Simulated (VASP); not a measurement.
Input of a VASP 6.6.1 run:

The input INCAR:

```
SYSTEM = H
PREC     = Accurate       ! precision mode
ENCUT    = 520            ! plane-wave cutoff, eV
EDIFF    = 1E-6           ! SCF threshold, eV
ISMEAR   = 0              ! smearing method
SIGMA    = 0.02           ! smearing width, eV
LREAL    = .FALSE.        ! projectors in reciprocal space
LASPH    = .TRUE.         ! aspherical terms in the spheres
NELM     = 80             ! most SCF steps
ALGO     = Normal         ! electronic algorithm
ISIF     = 2              ! what is computed and relaxed
LWAVE    = .FALSE.        ! write WAVECAR
LCHARG   = .FALSE.        ! write CHGCAR
GGA      = PS             ! functional
NBANDS   = 8              ! bands
```

Contents of KPOINTS:

```
regular mesh
0
G
  1 1 1
  0 0 0
```

Contents of POSCAR:

```
H
1.0
    9.0000000000      0.0000000000      0.0000000000
    0.0000000000      9.5000000000      0.0000000000
    0.0000000000      0.0000000000     10.0000000000
H
2
Direct
    0.5000000000      0.5000000000      0.4621109273
    0.5000000000      0.5000000000      0.5378890727
```

Potentials or basis: VASP PAW PBE potentials, release 64 (H).

Run with:

```console
$ cat potpaw_PBE.64/H/POTCAR > POTCAR
$ mpirun -np 1 vasp_gam > vasp.out
```

Question: What does it give for the largest force?

Answer: 0.019 eV/Å.

Question: Estimate the gap between the frontier levels.

Answer: 9.94 eV.

Forces on the atoms (eV/Å):
```
H    0.000  0.000 -0.019
H    0.000  0.000  0.019
```

Caveat: the PAW data sets were made with another functional, which shifts forces and pressure a little.
